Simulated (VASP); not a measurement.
# MgF2 (P4_2/mnm) in VASP: vibrations by perturbation theory with PBEsol

Aim: the vibrations by perturbation theory of MgF2 with PBEsol.

Everything below comes from runs of VASP 6.6.1. Logs are shortened: lines on timing, memory, paths and dates and some standing lists are left out, and cuts for length are marked.

## 1. The cell of the first run

The structure is tetragonal, space group P4_2/mnm (No. 136). The conventional cell has a = 4.639 Å, b = 4.639 Å, c = 3.063 Å, α = 90.00°, β = 90.00°, γ = 90.00°. Mg (site symmetry mmm) has 6 F at 1.99 to 2.00 Å within 2.6 Å. F (site symmetry m2m) has 3 Mg at 1.99 to 2.00 Å and 1 F at 2.58 Å within 2.6 Å.

## 2. Vibrations by perturbation theory, PBEsol

The input, INCAR:

```
PREC     = Accurate       # precision mode
ENCUT    = 600            # plane-wave cutoff, eV
EDIFF    = 1E-8           # SCF threshold, eV
ISMEAR   = 0              # smearing method
SIGMA    = 0.01           # smearing width, eV
LREAL    = False          # projectors in reciprocal space
LASPH    = True           # aspherical terms in the spheres
NELM     = 120            # most SCF steps
ALGO     = Normal         # electronic algorithm
ISIF     = 2              # what is computed and relaxed
LWAVE    = False          # write WAVECAR
LCHARG   = True           # write CHGCAR
GGA      = PS             # functional
IBRION   = 8              # ionic algorithm
NSW      = 1              # ionic steps
LEPSILON = True           # dielectric tensor by DFPT
GGA_COMPAT= False
```

The input, KPOINTS:

```
Automatic mesh
0
Gamma
  4 4 8
```

The input, POSCAR:

```
MgF2
1.0
    4.6391573236      0.0000000000      0.0000000000
    0.0000000000      4.6391573236      0.0000000000
    0.0000000000      0.0000000000      3.0625194069
Mg F
2 4
Direct
    0.0000000000      0.0000000000      0.0000000000
    0.5000000000      0.5000000000      0.5000000000
    0.3033964850      0.3033964850      0.0000000000
    0.1966035150      0.8033964850      0.5000000000
    0.6966035150      0.6966035150      0.0000000000
    0.8033964850      0.1966035150      0.5000000000
```

Potentials or basis: VASP PAW PBE potentials, release 64 (Mg, F).

Command:

```sh
> cat potpaw_PBE.64/Mg/POTCAR potpaw_PBE.64/F/POTCAR > POTCAR
> mpirun -np 1 vasp_std > vasp.out
```

OUTCAR:

```text
PREC = Accurate
   ENCUT = 600
   EDIFF = 1E-8
   ISMEAR = 0
   LREAL = False
   LASPH = True
   NELM = 120
   ISIF = 2
   GGA = PS
   IBRION = 8
   NSW = 1
   LEPSILON = True

 ion  position               nearest neighbor table
   1  0.000  0.000  0.000-   3 1.99   5 1.99   4 2.00   6 2.00   4 2.00   6 2.00   2 3.62   2 3.62
                             2 3.62   2 3.62   2 3.62   2 3.62   2 3.62   2 3.62
   2  0.500  0.500  0.500-   4 1.99   6 1.99   5 2.00   3 2.00   3 2.00   5 2.00   1 3.62   1 3.62
                             1 3.62   1 3.62   1 3.62   1 3.62   1 3.62   1 3.62
   3  0.303  0.303  0.000-   1 1.99   2 2.00   2 2.00
   4  0.197  0.803  0.500-   2 1.99   1 2.00   1 2.00
   5  0.697  0.697  0.000-   1 1.99   2 2.00   2 2.00
   6  0.803  0.197  0.500-   2 1.99   1 2.00   1 2.00

  LATTYP: Found a simple tetragonal cell.
 ALAT       =     4.6391573236
 C/A-ratio  =     0.6601456241

  Lattice vectors:

 A1 = (   4.6391573236,   0.0000000000,   0.0000000000)
 A2 = (   0.0000000000,   4.6391573236,   0.0000000000)
 A3 = (   0.0000000000,   0.0000000000,   3.0625194069)

Analysis of symmetry for initial positions (statically):
=====================================================================
 Subroutine PRICEL returns:
 Original cell was already a primitive cell.

 Routine SETGRP: Setting up the symmetry group for a
 simple tetragonal supercell.

 Subroutine GETGRP returns: Found 16 space group operations
 (whereof  8 operations were pure point group operations)
 out of a pool of 16 trial point group operations.

The static configuration has the point symmetry D_2h.
 The point group associated with its full space group is D_4h.

Analysis of symmetry for dynamics (positions and initial velocities):
=====================================================================
 Subroutine PRICEL returns:
 Original cell was already a primitive cell.

 Routine SETGRP: Setting up the symmetry group for a
 simple tetragonal supercell.

 Subroutine GETGRP returns: Found 16 space group operations
 (whereof  8 operations were pure point group operations)
 out of a pool of 16 trial point group operations.

The dynamic configuration has the point symmetry D_2h.
 The point group associated with its full space group is D_4h.

 Subroutine INISYM returns: Found 16 space group operations
 (whereof  8 operations are pure point group operations),
 and found     1 'primitive' translations

----------------------------------------------------------------------------------------

[... 809 lines left out ...]
  x     0.00000     0.00000     0.00000     0.00000     0.00000     0.00000
  y     0.00000     0.00000     0.00000     0.00000     0.00000     0.00000
  z     0.00000     0.00000     0.00000     0.00000     0.00000     0.00000

 PIEZOELECTRIC TENSOR (including local field effects)  for field in x, y, z        (C/m^2)
          XX          YY          ZZ          XY          YZ          ZX
  --------------------------------------------------------------------------------
  x     0.00000     0.00000     0.00000     0.00000     0.00000     0.00000
  y     0.00000     0.00000     0.00000     0.00000     0.00000     0.00000
  z     0.00000     0.00000     0.00000     0.00000     0.00000     0.00000

 BORN EFFECTIVE CHARGES (including local field effects) (in |e|, cummulative output)
 ---------------------------------------------------------------------------------
 ion    1
    1     1.96963     0.04019     0.00000
    2     0.04019     1.96963     0.00000
    3     0.00000     0.00000     2.05949
 ion    2
    1     1.96963    -0.04019     0.00000
    2    -0.04019     1.96963     0.00000
    3     0.00000     0.00000     2.05949
 ion    3
    1    -0.98482    -0.20026     0.00000
    2    -0.20026    -0.98482     0.00000
    3     0.00000     0.00000    -1.02974
 ion    4
    1    -0.98482     0.20026     0.00000
    2     0.20026    -0.98482     0.00000
    3     0.00000     0.00000    -1.02974
 ion    5
    1    -0.98482    -0.20026     0.00000
    2    -0.20026    -0.98482     0.00000
    3     0.00000     0.00000    -1.02974
 ion    6
    1    -0.98482     0.20026     0.00000
    2     0.20026    -0.98482     0.00000
    3     0.00000     0.00000    -1.02974

 INTERNAL STRAIN TENSOR FOR ION    6 for displacements in x,y,z  (eV/Angst):
          X           Y           Z          XY          YZ          ZX
  --------------------------------------------------------------------------------
  x     0.79671     0.23061     2.23175     0.27338     0.00000     0.00000
  y    -0.23061    -0.79671    -2.23175    -0.27022     0.00000     0.00000
  z     0.00000     0.00000     0.00000     0.00000    -2.45768     2.45553

 SECOND DERIVATIVES (NOT SYMMETRIZED)
 ------------------------------------
               1X          1Y          1Z          2X          2Y          2Z          3X          3Y          3Z          4X          4Y          4Z          5X          5Y          5Z          6X          6Y          6Z
  1X   -10.921307   -0.244338    0.000000    3.644992   -0.002098    0.000000    1.323976    1.546390    0.000000    2.314181   -1.423172    0.000000    1.323976    1.546390    0.000000    2.314181   -1.423172    0.000000
  1Y    -0.244338  -10.921307    0.000000   -0.002098    3.644992    0.000000    1.546390    1.323976    0.000000   -1.423172    2.314181    0.000000    1.546390    1.323976    0.000000   -1.423172    2.314181    0.000000
  1Z     0.000000    0.000000   -8.786998    0.000000    0.000000    0.249247    0.000000    0.000000    0.249738    0.000000    0.000000    4.019138    0.000000    0.000000    0.249738    0.000000    0.000000    4.019138
  2X     3.644992    0.002098    0.000000  -10.921307    0.244338    0.000000    2.314181    1.423172    0.000000    1.323976   -1.546390    0.000000    2.314181    1.423172    0.000000    1.323976   -1.546390    0.000000
  2Y     0.002098    3.644992    0.000000    0.244338  -10.921307    0.000000    1.423172    2.314181    0.000000   -1.546390    1.323976    0.000000    1.423172    2.314181    0.000000   -1.546390    1.323976    0.000000
  2Z     0.000000    0.000000    0.249247    0.000000    0.000000   -8.786998    0.000000    0.000000    4.019138    0.000000    0.000000    0.249738    0.000000    0.000000    4.019138    0.000000    0.000000    0.249738
  3X     1.324941    1.544754    0.000000    2.308956    1.423909    0.000000   -7.340779   -4.255044    0.000000   -0.284271    0.150784    0.000000    1.349657    1.285806    0.000000    2.641497   -0.150210    0.000000
  3Y     1.544754    1.324941    0.000000    1.423909    2.308956    0.000000   -4.255044   -7.340779    0.000000   -0.150210    2.641497    0.000000    1.285806    1.349657    0.000000    0.150784   -0.284271    0.000000
  3Z     0.000000    0.000000    0.273475    0.000000    0.000000    4.015249    0.000000    0.000000   -5.982534    0.000000    0.000000    0.931799    0.000000    0.000000   -0.169789    0.000000    0.000000    0.931799
  4X     2.308956   -1.423909    0.000000    1.324941   -1.544754    0.000000   -0.284271   -0.150784    0.000000   -7.340779    4.255044    0.000000    2.641497    0.150210    0.000000    1.349657   -1.285806    0.000000
  4Y    -1.423909    2.308956    0.000000   -1.544754    1.324941    0.000000    0.150210    2.641497    0.000000    4.255044   -7.340779    0.000000   -0.150784   -0.284271    0.000000   -1.285806    1.349657    0.000000
  4Z     0.000000    0.000000    4.015249    0.000000    0.000000    0.273475    0.000000    0.000000    0.931799    0.000000    0.000000   -5.982534    0.000000    0.000000    0.931799    0.000000    0.000000   -0.169789
  5X     1.324941    1.544754    0.000000    2.308956    1.423909    0.000000    1.349657    1.285806    0.000000    2.641497   -0.150210    0.000000   -7.340779   -4.255044    0.000000   -0.284271    0.150784    0.000000
  5Y     1.544754    1.324941    0.000000    1.423909    2.308956    0.000000    1.285806    1.349657    0.000000    0.150784   -0.284271    0.000000   -4.255044   -7.340779    0.000000   -0.150210    2.641497    0.000000
  5Z     0.000000    0.000000    0.273475    0.000000    0.000000    4.015249    0.000000    0.000000   -0.169789    0.000000    0.000000    0.931799    0.000000    0.000000   -5.982534    0.000000    0.000000    0.931799
  6X     2.308956   -1.423909    0.000000    1.324941   -1.544754    0.000000    2.641497    0.150210    0.000000    1.349657   -1.285806    0.000000   -0.284271   -0.150784    0.000000   -7.340779    4.255044    0.000000
  6Y    -1.423909    2.308956    0.000000   -1.544754    1.324941    0.000000   -0.150784   -0.284271    0.000000   -1.285806    1.349657    0.000000    0.150210    2.641497    0.000000    4.255044   -7.340779    0.000000
  6Z     0.000000    0.000000    4.015249    0.000000    0.000000    0.273475    0.000000    0.000000    0.931799    0.000000    0.000000   -0.169789    0.000000    0.000000    0.931799    0.000000    0.000000   -5.982534

 Eigenvectors and eigenvalues of the dynamical matrix
 ----------------------------------------------------

   1 f  =   14.986307 THz    94.161744 2PiTHz  499.889394 cm-1    61.978358 meV
             X         Y         Z           dx          dy          dz
      0.000000  0.000000  0.000000     0.000000   -0.000000    0.000000
      2.319579  2.319579  1.531260     0.000000    0.000000   -0.000000
      1.407504  1.407504  0.000000    -0.353553   -0.353553    0.000000
      0.912075  3.727083  1.531260    -0.353553    0.353553    0.000000
      3.231653  3.231653  0.000000     0.353553    0.353553    0.000000
      3.727083  0.912075  1.531260     0.353553   -0.353553   -0.000000
[... 145 lines left out ...]
  18 f/i=    0.013443 THz     0.084462 2PiTHz    0.448394 cm-1     0.055594 meV
             X         Y         Z           dx          dy          dz
      0.000000  0.000000  0.000000     0.000000   -0.000000   -0.442282
      2.319579  2.319579  1.531260     0.000000   -0.000000   -0.442282
      1.407504  1.407504  0.000000     0.000000   -0.000000   -0.390120
      0.912075  3.727083  1.531260     0.000000   -0.000000   -0.390120
      3.231653  3.231653  0.000000     0.000000   -0.000000   -0.390120
      3.727083  0.912075  1.531260     0.000000   -0.000000   -0.390120

--------------------------------------------------------------------------------------------------------

 MACROSCOPIC STATIC DIELECTRIC TENSOR IONIC CONTRIBUTION
 ------------------------------------------------------
           3.628146    -0.000000     0.000000
          -0.000000     3.628146    -0.000000
           0.000000    -0.000000     2.723580
 ------------------------------------------------------

 ELASTIC MODULI CONTR FROM IONIC RELAXATION (kBar)
 Direction    XX          YY          ZZ          XY          YZ          ZX
 --------------------------------------------------------------------------------
 XX         -34.3498     25.0246    -20.2579      0.0000     -0.0000     -0.0000
 YY          25.0246    -34.3498    -20.2579     -0.0000      0.0000      0.0000
 ZZ         -20.2579    -20.2579    -88.0161     -0.0000     -0.0000     -0.0000
 XY           0.0000     -0.0000     -0.0000     -0.8230     -0.0000     -0.0000
 YZ          -0.0000      0.0000     -0.0000     -0.0000   -101.0373     -0.0000
 ZX          -0.0000      0.0000     -0.0000     -0.0000     -0.0000   -100.8611
 --------------------------------------------------------------------------------

 PIEZOELECTRIC TENSOR IONIC CONTR  for field in x, y, z        (C/m^2)
          XX          YY          ZZ          XY          YZ          ZX
  --------------------------------------------------------------------------------
  x     0.00000    -0.00000    -0.00000     0.00000     0.00000     0.00000
  y    -0.00000     0.00000     0.00000    -0.00000     0.00000     0.00000
  z    -0.00000     0.00000     0.00000    -0.00000     0.00000    -0.00000
```

Wall time 18 min (1 thread of Oxide Virtual Turin-like, shared host); peak memory 0.42 GiB.

Results:

```
Electronic dielectric tensor (diagonal)                 : 1.99, 1.99, 2.02
Born charges (mean of the diagonal)                     : Mg +2.00; F -1.00 e
Highest phonon frequency at Γ, LO-TO splitting left out : 500 cm⁻¹
```

Phonon frequencies in cm⁻¹ (negative: imaginary):
| q point | frequencies |
| --- | --- |
| (0.000, 0.000, 0.000) | 0 0 0 87 201 236 236 287 288 288 396 397 403 403 419 444 444 500 |

Electronic dielectric tensor:
```
1.99 0.00 0.00
0.00 1.99 0.00
0.00 0.00 2.02
```

Born effective charge tensors (e):
atom 1, Mg
```
1.97 0.04 0.00
0.04 1.97 0.00
0.00 0.00 2.06
```
atom 2, Mg
```
 1.97 -0.04  0.00
-0.04  1.97  0.00
 0.00  0.00  2.06
```
atom 3, F
```
-0.98 -0.20  0.00
-0.20 -0.98  0.00
 0.00  0.00 -1.03
```
atom 4, F
```
-0.98  0.20  0.00
 0.20 -0.98  0.00
 0.00  0.00 -1.03
```
atom 5, F
```
-0.98 -0.20  0.00
-0.20 -0.98  0.00
 0.00  0.00 -1.03
```
atom 6, F
```
-0.98  0.20  0.00
 0.20 -0.98  0.00
 0.00  0.00 -1.03
```
